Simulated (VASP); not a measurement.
# C (P6_3/mmc) in VASP: notebook, part 2 of 2

VASP 6.6.1. The steps go on from the part before.

## Step 4: Single point, PBE

This run uses another cell than the first one, of 5.71 Å³/atom, 0.993 times its volume.

Input file INCAR:

```
ALGO = Normal
EDIFF = 1E-7
ENCUT = 520
GGA = PE
ISIF = 2
ISMEAR = 0
LASPH = T
LCHARG = F
LREAL = F
LWAVE = F
NBANDS = 16
NELM = 80
PREC = Accurate
SIGMA = 0.01
```

Input file KPOINTS:

```
k-points
0
Gamma
  9 9 6
```

Input file POSCAR:

```
C
1.0
    2.5116019573      0.0000000000      0.0000000000
   -1.2558009787      2.1751110992      0.0000000000
    0.0000000000      0.0000000000      4.1803056319
C
4
Direct
    0.3333333333      0.6666666667     -0.0002709413
    0.6666666667      0.3333333333      0.4997290587
    0.3333333333      0.6666666667      0.3742709413
    0.6666666667      0.3333333333      0.8742709413
```

Potentials or basis: VASP PAW PBE potentials, release 64 (C).

On the command line:

```sh
cat potpaw_PBE.64/C/POTCAR > POTCAR
mpirun -np 1 vasp_std > vasp.out
```

OUTCAR:

```text
EDIFF = 1E-7
   ENCUT = 520
   GGA = PE
   ISIF = 2
   ISMEAR = 0
   LASPH = T
   LREAL = F
   NELM = 80
   PREC = Accurate

 ion  position               nearest neighbor table
   1  0.333  0.667  1.000-   4 1.54   4 1.54   4 1.54   3 1.57
   2  0.667  0.333  0.500-   3 1.54   3 1.54   3 1.54   4 1.57
   3  0.333  0.667  0.374-   2 1.54   2 1.54   2 1.54   1 1.57
   4  0.667  0.333  0.874-   1 1.54   1 1.54   1 1.54   2 1.57

  LATTYP: Found a hexagonal cell.
 ALAT       =     2.5116019573
 C/A-ratio  =     1.6643981423

  Lattice vectors:

 A1 = (   2.5116019573,   0.0000000000,   0.0000000000)
 A2 = (  -1.2558009787,   2.1751110992,   0.0000000000)
 A3 = (   0.0000000000,   0.0000000000,   4.1803056319)

Analysis of symmetry for initial positions (statically):
=====================================================================
 Subroutine PRICEL returns:
 Original cell was already a primitive cell.

 Routine SETGRP: Setting up the symmetry group for a
 hexagonal supercell.

 Subroutine GETGRP returns: Found 24 space group operations
 (whereof  6 operations were pure point group operations)
 out of a pool of 24 trial point group operations.

The static configuration has the point symmetry C_3v.
 The point group associated with its full space group is D_6h.

Analysis of symmetry for dynamics (positions and initial velocities):
=====================================================================
 Subroutine PRICEL returns:
 Original cell was already a primitive cell.

 Routine SETGRP: Setting up the symmetry group for a
 hexagonal supercell.

 Subroutine GETGRP returns: Found 24 space group operations
 (whereof  6 operations were pure point group operations)
 out of a pool of 24 trial point group operations.

The dynamic configuration has the point symmetry C_3v.
 The point group associated with its full space group is D_6h.

 Subroutine INISYM returns: Found 24 space group operations
 (whereof  6 operations are pure point group operations),
 and found     1 'primitive' translations

----------------------------------------------------------------------------------------

                                     Primitive cell

  volume of cell :      22.8371

  direct lattice vectors                    reciprocal lattice vectors
     2.511601957  0.000000000  0.000000000     0.398152262  0.229873316  0.000000000
    -1.255800979  2.175111099  0.000000000     0.000000000  0.459746631  0.000000000
     0.000000000  0.000000000  4.180305632     0.000000000  0.000000000  0.239216959

  length of vectors
     2.511601957  2.511601957  4.180305632     0.459746631  0.459746631  0.239216959

  position of ions in fractional coordinates (direct lattice)
     0.333333333  0.666666667  0.999729059
     0.666666667  0.333333333  0.499729059
     0.333333333  0.666666667  0.374270941
     0.666666667  0.333333333  0.874270941

  ion indices of the primitive-cell ions
   primitive index   ion index
                 1           1
                 2           2
                 3           3
                 4           4

----------------------------------------------------------------------------------------

 KPOINTS: k-points

Automatic generation of k-mesh.
 Grid dimensions read from file:
 generate k-points for:    9    9    6

 Generating k-lattice:

  Cartesian coordinates                     Fractional coordinates (reciprocal lattice)
     0.044239140  0.025541480  0.000000000     0.111111111  0.000000000  0.000000000
     0.000000000  0.051082959  0.000000000     0.000000000  0.111111111  0.000000000
     0.000000000  0.000000000  0.039869493     0.000000000  0.000000000  0.166666667

  Length of vectors
     0.051082959  0.051082959  0.039869493

  Shift w.r.t. Gamma in fractional coordinates (k-lattice)
     0.000000000  0.000000000  0.000000000

 Subroutine IBZKPT returns following result:
 ===========================================

 Found     48 irreducible k-points:

 Following reciprocal coordinates:
            Coordinates               Weight
  0.000000  0.000000  0.000000      1.000000
  0.111111  0.000000  0.000000      6.000000
  0.222222 -0.000000  0.000000      6.000000
  0.333333  0.000000  0.000000      6.000000
  0.444444 -0.000000  0.000000      6.000000
  0.111111  0.111111  0.000000      6.000000
[... 16 lines left out ...]
  0.333333  0.222222  0.166667     24.000000
  0.333333  0.333333  0.166667      4.000000
 [... further k-points ...]
   k-points           NKPTS =     48   k-points in BZ     NKDIM =     48   number of bands    NBANDS=     16
   number of dos      NEDOS =    301   number of ions     NIONS =      4
   total plane-waves  NPLWV =  12800
   dimension x,y,z NGX =    20 NGY =   20 NGZ =   32
   dimension x,y,z NGXF=    40 NGYF=   40 NGZF=   64
   ions per type =               4
   NGX,Y,Z   is equivalent  to a cutoff of  13.24, 13.24, 12.73 a.u.
   NGXF,Y,Z  is equivalent  to a cutoff of  26.48, 26.48, 25.45 a.u.
 SYSTEM =  unknown system
   PREC   = accura    normal or accurate (medium, high low for compatibility)
   ISTART =      0    job   : 0-new  1-cont  2-samecut
   ICHARG =      2    charge: 1-file 2-atom 10-const
   ISPIN  =      1    spin polarized calculation?
   LNONCOLLINEAR =      F non collinear calculations
   LSORBIT =      F    spin-orbit coupling
   LASPH  =      T    aspherical Exc in radial PAW
   ENCUT  =  520.0 eV  38.22 Ry    6.18 a.u.   4.67  4.67  7.77*2*pi/ulx,y,z
   NELM   =     80;   NELMIN=  2; NELMDL= -5     # of ELM steps
   EDIFF  = 0.1E-06   stopping-criterion for ELM
   LREAL  =      F    real-space projection
   EDIFFG = 0.1E-05   stopping-criterion for IOM
   NSW    =      0    number of steps for IOM
   IBRION =     -1    ionic relax: 0-MD 1-quasi-New 2-CG
   NFREE  =      0    steps in history (QN), initial steepest desc. (CG)
   ISIF   =      2    stress and relaxation
   ISYM   =      2    0-nonsym 1-usesym 2-fastsym
   POTIM  = 0.5000    time-step for ionic-motion
   TEBEG  =    0.0;   TEEND  =   0.0 temperature during run
   PSTRESS=    0.0 pullay stress
   NELECT =      16.0000    total number of electrons
   NUPDOWN=      -1.0000    fix difference up-down
   EMIN   =  10.00;   EMAX   =-10.00  energy-range for DOS
   EFERMI =   0.00;   METHOD = LEGACY
   ISMEAR =     0;   SIGMA  =   0.01  broadening in eV -4-tet -1-fermi 0-gaus
   EFERMI_NEDOS =   21; number of points for ismear=-14 and -15
   IALGO  =     38    algorithm
   IMIX   =      4    mixing-type and parameters
     AMIX     =   0.40;   BMIX     =  1.00
     AMIX_MAG =   1.60;   BMIX_MAG =  1.00
  volume/ion in A,a.u.               =       5.71        38.53
  Fermi-wavevector in a.u.,A,eV,Ry     =   1.454012  2.747685 28.764779  2.114152
  Thomas-Fermi vector in A             =   2.571212
   LORBIT       =      0    0 simple, 1 ext, 2 COOP (PROOUT), +10 PAW based schemes
   GGA     = PE    functional components
   LHFCALC =     F    Hartree Fock is set to
   AEXX    =    0.0000 exact exchange contribution
   IVDW    =     0    specifies the selected vdW correction
   LEPSILON=     F    determine dielectric tensor
   LRPA    =     F    only Hartree local field effects (RPA)
 non-spin polarized calculation
 Gauss-broadening in eV      SIGMA  =   0.01
  energy-cutoff  :      520.00
  volume of cell :       22.84
 maximum number of plane-waves:       640
 NGX is ok and might be reduce to    20
   NGX =  9   NGY =  9   NGZ = 15

 number of electron      16.0000000 magnetization

 Free energy of the ion-electron system (eV)
  ---------------------------------------------------
  ext. energy  EPLUGINS =         0.00000000
  ---------------------------------------------------
  free energy    TOTEN  =       -36.27280372 eV

  energy without entropy =      -36.27280372  energy(sigma->0) =      -36.27280372

 E-fermi :  10.0321     XC(G=0): -13.2126

 val. band max:        9.9184827482   @ k =   0.0000   0.0000   0.0000
 cond. band min:      13.2611728263   @ k =   0.3333   0.3333   0.0000
 fundamental gap:      3.3426900781
 Fermi energy:        10.0321312634

 k-point     1 :       0.0000    0.0000    0.0000
  band No.  band energies     occupation
      1     -11.7765      2.00000
      2      -6.2388      2.00000
      3      -3.6887      2.00000
      4       6.8573      2.00000
      5       6.8573      2.00000
      6       9.4480      2.00000
[... 8 lines left out ...]
     15      23.8349      0.00000
     16      27.5098      0.00000
[... 420 lines left out ...]
  band No.  band energies     occupation
      1      -4.5112      2.00000
      2      -4.5112      2.00000
      3      -0.9328      2.00000
      4      -0.5817      2.00000
      5      -0.5817      2.00000
      6       2.5093      2.00000
[... 8 lines left out ...]
     15      25.3123      0.00000
     16      25.3123      0.00000

 [... further k-points ...]
[... 5 lines left out ...]
  --------------------------------------------------------------------------------------
  -------------------------------------------------------------------------------------
  Total        0.0959818      0.0959818      0.0816813     -0.0000000      0.0000000     -0.0000000
  in kB        6.7337820      6.7337820      5.7305047     -0.0000000      0.0000000     -0.0000000
  external PRESSURE =       6.3993563 kB  Pullay stress =       0.0000000 kB

 VOLUME and BASIS-vectors are now :
 -----------------------------------------------------------------------------
  energy-cutoff  :      520.00
  volume of cell :       22.84
      direct lattice vectors                 reciprocal lattice vectors
     2.511601957  0.000000000  0.000000000     0.398152262  0.229873316  0.000000000
    -1.255800979  2.175111099  0.000000000     0.000000000  0.459746631  0.000000000
     0.000000000  0.000000000  4.180305632     0.000000000  0.000000000  0.239216959

 POSITION                                       TOTAL-FORCE (eV/Angst)
 -----------------------------------------------------------------------------------
     -0.00000      1.45007      4.17917         0.000000      0.000000      0.004188
      1.25580      0.72504      2.08902        -0.000000     -0.000000      0.004188
     -0.00000      1.45007      1.56457         0.000000     -0.000000     -0.004188
      1.25580      0.72504      3.65472        -0.000000      0.000000     -0.004188
 -----------------------------------------------------------------------------------
    total drift:                               -0.000000      0.000000      0.000006

  FREE ENERGIE OF THE ION-ELECTRON SYSTEM (eV)
  ---------------------------------------------------
  free  energy   TOTEN  =       -36.2728037182 eV

  energy  without entropy=      -36.2728037182  energy(sigma->0) =      -36.27280372
```

OSZICAR:

```text
N       E                     dE             d eps       ncg     rms          rms(c)
DAV:   1     0.213083857870E+02    0.21308E+02   -0.83729E+03  1536   0.977E+02
DAV:   2    -0.356883233199E+02   -0.56997E+02   -0.52685E+02  2192   0.190E+02
DAV:   3    -0.375303739609E+02   -0.18421E+01   -0.18357E+01  1872   0.289E+01
DAV:   4    -0.375371827419E+02   -0.68088E-02   -0.68072E-02  1904   0.220E+00
DAV:   5    -0.375372158919E+02   -0.33150E-04   -0.33150E-04  1840   0.134E-01    0.778E+00
DAV:   6    -0.365904438005E+02    0.94677E+00   -0.58044E-01  1752   0.480E+00    0.465E+00
DAV:   7    -0.362699647671E+02    0.32048E+00   -0.67341E-01  1936   0.536E+00    0.103E+00
DAV:   8    -0.362726708280E+02   -0.27061E-02   -0.13515E-02  1712   0.765E-01    0.608E-02
DAV:   9    -0.362727640581E+02   -0.93230E-04   -0.17286E-04  2056   0.987E-02    0.300E-02
DAV:  10    -0.362728038009E+02   -0.39743E-04   -0.33775E-05  1688   0.472E-02    0.840E-03
DAV:  11    -0.362728037182E+02    0.82740E-07   -0.52438E-07  2104   0.581E-03
   1 F= -.36272804E+02 E0= -.36272804E+02  d E =-.187118E-60
```

stdout:

```text
POSCAR found type information on POSCAR C
 POSCAR found :  1 types and       4 ions
 scaLAPACK will be used
 LDA part: xc-table for (Slater+PW92), standard interpolation
 POSCAR, INCAR and KPOINTS ok, starting setup
 FFT: planning ... GRIDC
 FFT: planning ... GRID_SOFT
 FFT: planning ... GRID
 WAVECAR not read
 entering main loop
```

Wall time 16 s (1 thread of AMD EPYC 7R43 (Zen 3), shared host); peak memory 0.1 GiB.

What came out:

| Quantity | Value |
| --- | --- |
| Free energy | -36.2728 eV |
| Pressure | 0.6 GPa |
| Largest force | 0.004 eV/Å |
| Band gap on the k mesh | 3.34 eV, indirect (least direct gap 4.96 eV) |

Forces on the atoms (eV/Å):
```
C    0.000  0.000  0.004
C    0.000  0.000  0.004
C    0.000  0.000 -0.004
C    0.000  0.000 -0.004
```

## Step 5: Single point, PBE

This run uses another cell than the first one, of 5.71 Å³/atom, 0.993 times its volume.

Input file INCAR:

```
SYSTEM = C
  ALGO = Normal
  EDIFF = 1E-7
  ENCUT = 520
  GGA = PE
  ISIF = 2
  ISMEAR = 0
  LASPH = .True.
  LCHARG = .False.
  LREAL = .False.
  LWAVE = .False.
  NBANDS = 16
  NELM = 80
  PREC = Accurate
  SIGMA = 0.01
```

Input file KPOINTS:

```
k-points
0
Gamma
  9 9 6
  0 0 0
```

POSCAR is that of step 4.

On the command line:

```sh
cat potpaw_PBE.64/C/POTCAR > POTCAR
mpirun -np 1 vasp_std > vasp.out
```

It took 18 s on 1 thread of AMD EPYC 7R43 (Zen 3), shared host; peak memory 0.1 GiB.

The run converged. Its results:

| Item | Value |
| --- | --- |
| Free energy | -36.2728 eV |
| Pressure | 0.6 GPa |
| Largest force | 0.004 eV/Å |
| Band gap on the k mesh | 3.34 eV, indirect (least direct gap 4.96 eV) |

Forces on the atoms (eV/Å):
```
C    0.000  0.000  0.004
C    0.000  0.000  0.004
C    0.000  0.000 -0.004
C    0.000  0.000 -0.004
```

Stress tensor (GPa, compression positive):
```
0.67 0.00 0.00
0.00 0.67 0.00
0.00 0.00 0.57
```

Levels at points of the mesh, in eV from the valence-band top:
| k point | band 4 | band 5 | band 6 | band 7 | band 8 | band 9 | band 10 | band 11 | band 12 | band 13 |
| --- | --- | --- | --- | --- | --- | --- | --- | --- | --- | --- |
| (0.00, 0.00, 0.00) | -3.06 | -3.06 | -0.47 | 0.00 | 0.00 | 4.96 | 4.96 | 5.33 | 8.05 | 9.49 |
| (0.00, 0.00, 0.50) | -7.00 | -1.83 | -1.83 | -1.83 | -1.83 | 7.23 | 7.23 | 7.23 | 7.23 | 7.61 |

A k mesh can miss the band edges. As with any semilocal functional, this PBE gap is likely too small.

## Step 6: Relaxation of cell and atoms, PBE

Input file INCAR:

```
PREC = Accurate
ENCUT = 600
EDIFF = 1E-6
ISMEAR = 0
SIGMA = 0.02
LREAL = F
LASPH = T
NELM = 80
ALGO = Normal
ISIF = 3
LWAVE = F
LCHARG = F
GGA = PE
IBRION = 2
NSW = 100
EDIFFG = -0.002
```

Input file KPOINTS:

```
Automatic mesh
0
Gamma
  9 9 6
```

Input file POSCAR:

```
C
1.0
    2.5200000000      0.0000000000      0.0000000000
   -1.2600000000      2.1823840175      0.0000000000
    0.0000000000      0.0000000000      4.1800000000
C
4
Direct
    0.3333333333      0.6666666667      0.0000000000
    0.6666666667      0.3333333333      0.5000000000
    0.3333333333      0.6666666667      0.3740000000
    0.6666666667      0.3333333333      0.8740000000
```

Potentials or basis: VASP PAW PBE potentials, release 64 (C).

On the command line:

```sh
cat potpaw_PBE.64/C/POTCAR > POTCAR
mpirun -np 1 vasp_std > vasp.out
```

It took 44 s on 1 thread of AMD EPYC 7R43 (Zen 3), shared host; peak memory 0.1 GiB.

The run converged. Its results:

* Free energy: -36.2828 eV
* Relaxed volume: 5.71 Å³/atom
* Relaxed cell: a = 2.512 Å, b = 2.512 Å, c = 4.180 Å, α = 90.00°, β = 90.00°, γ = 120.00°
* Space group after relaxing (to 0.05 Å): P6_3/mmc (No. 194)
* Energy gained by relaxing: 0.6 meV/atom
* Ionic steps: 5
* Pressure after relaxing: 0.0 GPa
* Band gap on the k mesh: 3.34 eV, indirect (least direct gap 4.96 eV)

Step by step:
```csv
step,energy change (eV),largest force (eV/Å),pressure (GPa),volume (Å³)
1,0.0000,0.0865,-2.87,22.99
2,0.0023,0.2324,3.77,22.65
3,-0.0022,0.0450,-0.20,22.85
4,-0.0021,0.0769,0.41,22.81
5,-0.0023,0.0007,0.01,22.83
```

Final structure:
```
C
1.0
     2.51153    0.00000    0.00000
    -1.25577    2.17505    0.00000
     0.00000    0.00000    4.17993
C
4
Direct
  0.33333 0.66667 0.99974
  0.66667 0.33333 0.49974
  0.33333 0.66667 0.37426
  0.66667 0.33333 0.87426
```

Levels at points of the mesh, in eV from the valence-band top:
```tsv
k point	band 6	band 7	band 8	band 9	band 10	band 11
(0.00, 0.00, 0.00)	-0.47	0.00	0.00	4.96	4.96	5.33
(0.00, 0.00, 0.50)	-1.84	-1.84	-1.84	7.23	7.23	7.23
```

A k mesh can miss the band edges. PBE gaps usually lie below the measured ones, often by a third to a half.

## Step 7: The runs side by side

| task | cell | k mesh | cutoff (eV) | smearing | gap on the mesh (eV) | pressure (GPa) |
| --- | --- | --- | --- | --- | --- | --- |
| single point | a = 2.520, b = 2.520, c = 4.180 Å, angles 90.0, 90.0, 120.0°, 4 atoms | 9 × 9 × 4 | 520 | gaussian 0.1 eV | 3.32 | -2.2 |
| single point | a = 2.512, b = 2.512, c = 4.180 Å, angles 90.0, 90.0, 120.0°, 4 atoms | 9 × 9 × 6 | 520 | gaussian 0.02 eV | 3.34 | 0.6 |
| single point | a = 2.512, b = 2.512, c = 4.180 Å, angles 90.0, 90.0, 120.0°, 4 atoms | 9 × 9 × 6 | 520 | gaussian 0.01 eV | 3.34 | 0.6 |
| relaxation of cell and atoms | relaxed from a = 2.520, b = 2.520, c = 4.180 Å, angles 90.0, 90.0, 120.0°, 4 atoms | 9 × 9 × 6 | 600 | gaussian 0.02 eV | 3.34 | 0.0 |

Alike in all rows: level PBE; potentials or basis VASP PAW PBE potentials, release 64 (C); no spin polarisation.

Total energies depend on the potentials used, so only differences within one code and one set of settings carry meaning.
